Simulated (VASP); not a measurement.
A run of VASP 6.6.1 is set up as follows.

INCAR

```
SYSTEM = Ru
PREC     = Accurate       ! precision mode
ENCUT    = 520            ! plane-wave cutoff, eV
EDIFF    = 1E-6           ! SCF threshold, eV
ISMEAR   = -1             ! smearing method
SIGMA    = 0.1            ! smearing width, eV
LREAL    = .False.        ! projectors in reciprocal space
LASPH    = .True.         ! aspherical terms in the spheres
NELM     = 60             ! most SCF steps
ALGO     = Normal         ! electronic algorithm
ISIF     = 2              ! what is computed and relaxed
LWAVE    = .False.        ! write WAVECAR
LCHARG   = .False.        ! write CHGCAR
GGA      = RE             ! functional
NBANDS   = 13             ! bands
```

File KPOINTS:

```
Automatic mesh
0
Gamma
  20 20 20
  0 0 0
```

POSCAR

```
Ru
1.0
    2.5224189946      0.0000000000      0.0000000000
    0.0000000000      2.5224189946      0.0000000000
    0.0000000000      0.0000000000      2.5224189946
Ru
1
Direct
    0.0000000000      0.0000000000      0.0000000000
```

Potentials or basis: VASP PAW PBE potentials, release 64 (Ru_pv).

Launch:

```bash
$ cat potpaw_PBE.64/Ru_pv/POTCAR > POTCAR
$ mpirun -np 1 vasp_std > vasp.out
```

**Question.** Estimate the pressure.

**Answer.** 0.1 GPa.

**Question.** Predict the band gap on the k mesh.

**Answer.** Zero (bands 7 and 8 overlap by 4.68 eV).

Caveat: an empty level that is flat over the whole mesh can mark a ghost state of the potentials, or a narrow d or f band; the PAW data sets were made with another functional, which shifts forces and pressure a little.
